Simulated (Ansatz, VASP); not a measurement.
Two plane-wave programs on MgO

```
CELL_PARAMETERS angstrom
0.00000 2.10610 2.10610
2.10610 0.00000 2.10610
2.10610 2.10610 0.00000
ATOMIC_POSITIONS crystal
Mg 0.00000 0.00000 0.00000
O 0.50000 0.50000 0.50000
```

Alike in both runs: task single point; functional LDA; k mesh 8 × 8 × 8; occupations fermi-dirac, width 0.02 eV; no spin polarisation.

```csv
,VASP,Ansatz
version,VASP 6.6.1,Ansatz 0.2.0
potentials or method,"VASP PAW LDA potentials, release 64 (Mg, O), cutoff 600 eV","PAW, plane waves, scalar-relativistic"
valence electrons in the cell,8,16
```

|  | VASP | Ansatz | Ansatz less VASP |
| --- | --- | --- | --- |
| pressure (GPa) | -8.0 | -6.1 | +1.91 |

LDA's correlation is that of Perdew and Zunger in VASP and of Perdew and Wang (1992) in Ansatz. VASP's potentials hold 8 valence electrons a cell and Ansatz's 16, so a difference there can come from the potentials and not from the codes.
